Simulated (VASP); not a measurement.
**MnOsC4N4: single point with PBE**

Crystal: MnOsC4N4.

```
CELL_PARAMETERS angstrom
5.88435 0.00000 0.00000
0.00000 5.88435 0.00000
0.00000 0.00000 5.88435
ATOMIC_POSITIONS crystal
Mn 0.50000 0.50000 0.50000
Os 0.00000 0.00000 0.00000
C 0.18603 0.18603 0.18603
C 0.18603 0.81397 0.81397
C 0.81397 0.18603 0.81397
C 0.81397 0.81397 0.18603
N 0.30082 0.30082 0.30082
N 0.30082 0.69918 0.69918
N 0.69918 0.30082 0.69918
N 0.69918 0.69918 0.30082
```

```json
{
  "Program": "VASP 6.6.1",
  "Task": "single point",
  "Functional": "PBE",
  "Potentials or basis": "VASP PAW PBE potentials, release 64 (Mn_pv, Os, C, N)",
  "Cutoff": "520 eV",
  "k mesh": "4 × 4 × 4",
  "Occupations": "gaussian, width 0.1 eV",
  "Spin": "collinear spin, ferromagnetic start",
  "Starting moments": "[4.0, 1.0, 0.0, 0.0, 0.0, 0.0, 0.0, 0.0, 0.0, 0.0] μB",
  "Dipole correction": "no",
  "Further INCAR settings": "ALGO = Normal; EDIFF = 1e-07; NBANDS = 44"
}
```

```json
{
 "Pressure": "-0.4 GPa",
 "Largest force": "4.977 eV/Å",
 "Net moment": "0.00 μB per cell",
 "Valence electrons inside the program's atomic spheres": "Mn 11.43; Os 7.94; C 2.64; N 3.87"
}
```

Forces in eV/Å, atoms in the order of the input:
```
Mn   0.000  0.000  0.000
Os   0.000  0.000  0.000
C   -1.036 -1.036 -1.036
C   -1.036  1.036  1.036
C    1.036 -1.036  1.036
C    1.036  1.036 -1.036
N    2.873  2.873  2.873
N    2.873 -2.873 -2.873
N   -2.873  2.873 -2.873
N   -2.873 -2.873  2.873
```

Levels at points of the mesh, in eV from the Fermi level:
Spin up:
```tsv
k point	band 26	band 27	band 28	band 29	band 30	band 31	band 32	band 33
(0.00, 0.00, 0.00)	-0.34	-0.34	-0.34	-0.08	-0.08	0.64	0.64	0.64
(0.50, 0.00, 0.00)	-0.96	-0.48	-0.30	-0.30	0.47	0.71	0.90	0.90
(0.50, 0.50, 0.00)	-0.90	-0.49	-0.11	-0.11	0.47	0.77	0.77	0.77
(0.50, 0.50, 0.50)	-0.05	-0.05	-0.05	-0.05	-0.05	0.61	0.61	0.61
```
Spin down:
```csv
k point,band 26,band 27,band 28,band 29,band 30,band 31,band 32,band 33
"(0.00, 0.00, 0.00)",-0.34,-0.34,-0.34,-0.08,-0.08,0.64,0.64,0.64
"(0.50, 0.00, 0.00)",-0.96,-0.48,-0.30,-0.30,0.47,0.71,0.90,0.90
"(0.50, 0.50, 0.00)",-0.90,-0.49,-0.11,-0.11,0.47,0.77,0.77,0.77
"(0.50, 0.50, 0.50)",-0.05,-0.05,-0.05,-0.05,-0.05,0.61,0.61,0.61
```

It took 12 min on 1 thread of Intel Xeon 8259CL, on a shared host, peak memory 0.5 GiB.

Caveat: spin-orbit coupling is left out, which moves the levels of the heavy elements; forces of over 1 eV/Å act on the atoms, so gaps and moduli don't describe the material at rest. With open d or f shells a metallic result of PBE can be an artefact of self-interaction; +U or a hybrid may open a gap.
